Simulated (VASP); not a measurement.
**P: single point with PBEsol**

The system is P, a slab with vacuum.

```xyz
4
Lattice="3.2837 0.0000 0.0000 0.0000 34.8570 0.0000 0.0000 0.0000 4.6321" Properties=species:S:1:pos:R:3 pbc="T T T"
P    -0.6018   33.4803    2.9406
P     0.1574    1.1587    1.7265
P     1.9915    1.1177    0.6353
P     1.7367   33.9574    3.9618
```

This cell differs from its parent crystal: atoms moved at random.

- Program: VASP 6.6.1
- Task: single point
- Functional: PBEsol
- Potentials or basis: VASP PAW PBE potentials, release 64 (P)
- Cutoff: 520 eV
- k mesh: 8 × 1 × 6
- Occupations: gaussian, width 0.05 eV
- Spin: no spin polarisation
- Dipole correction: no
- Further INCAR settings: ALGO = Normal; EDIFF = 1e-06; NBANDS = 18

```json
{
  "Largest force": "43.288 eV/Å",
  "Band gap on the k mesh": "zero (band 10 reaches -3.16 eV, above the bottom of band 11 at -3.23 eV)"
}
```

Forces in eV/Å, atoms in the order of the input:
```
P    27.752 -13.831 -30.063
P     5.587  -0.113   6.858
P    -5.719   0.195  -7.159
P   -27.620  13.749  30.364
```

Levels at points of the mesh, in eV from the Fermi level:
```
           k point  band 6  band 7  band 8  band 9  band 10  band 11  band 12  band 13  band 14  band 15
(0.00, 0.00, 0.00)   -4.54   -4.29   -2.57   -1.54    -0.69    -0.07     0.60     1.66     3.73     4.28
(0.50, 0.00, 0.00)   -4.04   -3.07   -2.84   -2.52    -1.36     0.11     1.39     2.81     3.61     4.67
(0.00, 0.00, 0.50)   -4.09   -3.57   -2.47   -1.52    -0.38     0.33     1.49     3.19     3.69     4.96
(0.50, 0.00, 0.50)   -4.85   -3.62   -2.76   -2.27    -1.83     0.52     2.21     3.50     5.50     6.29
```

Wall time 4.5 min on 1 thread of AMD EPYC 9R45 96-Core Processor (Zen 5) (shared host), peak memory 0.57 GiB.

Caveat: the cell differs from its parent crystal (atoms moved at random); the PAW data sets were made with another functional, which shifts forces and pressure a little.
